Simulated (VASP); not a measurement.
Set up this calculation in VASP 6.6.1, as the native input.

* Task: single point
* Functional: PBEsol
* Potentials or basis: VASP PAW PBE potentials, release 64 (Si, O)
* Cutoff: 520 eV
* k mesh: 9 × 9 × 9
* Occupations: fermi-dirac, width 0.05 eV
* Spin: no spin polarisation
* Dipole correction: no
* Further INCAR settings: ALGO = Normal; EDIFF = 1e-06; NBANDS = 12

The structure of SiO lies in POSCAR:

```
SiO
1.0
    2.6292259379      0.0000000000      0.0000000000
    0.0000000000      2.6292259379      0.0000000000
    0.0000000000      0.0000000000      2.6292259379
Si O
1 1
Direct
    0.0000000000      0.0000000000      0.0000000000
    0.5000000000      0.5000000000      0.5000000000
```

One way to write it, as run:

INCAR

```
SYSTEM = SiO
PREC = Accurate
ENCUT = 520
EDIFF = 1E-6
ISMEAR = -1
SIGMA = 0.05
LREAL = .FALSE.
LASPH = .TRUE.
NELM = 100
ALGO = Normal
ISIF = 2
LWAVE = .FALSE.
LCHARG = .FALSE.
GGA = PS
NBANDS = 12
```

KPOINTS

```
regular mesh
0
G
  9 9 9
  0 0 0
```

Potentials or basis: VASP PAW PBE potentials, release 64 (Si, O).

The run is started by

```console
$ cat potpaw_PBE.64/Si/POTCAR potpaw_PBE.64/O/POTCAR > POTCAR
$ mpirun -np 1 vasp_std > vasp.out
```

It gave:

- Pressure: 30.1 GPa
- Band gap on the k mesh: zero (band 5 reaches 11.42 eV, above the bottom of band 6 at 9.94 eV)

Caveat: the PAW data sets were made with another functional, which shifts forces and pressure a little.

Run time: 2.9 s on 1 thread of Intel(R) Xeon(R) 6975P-C (Granite Rapids), on a shared host, peak memory 0.12 GiB.
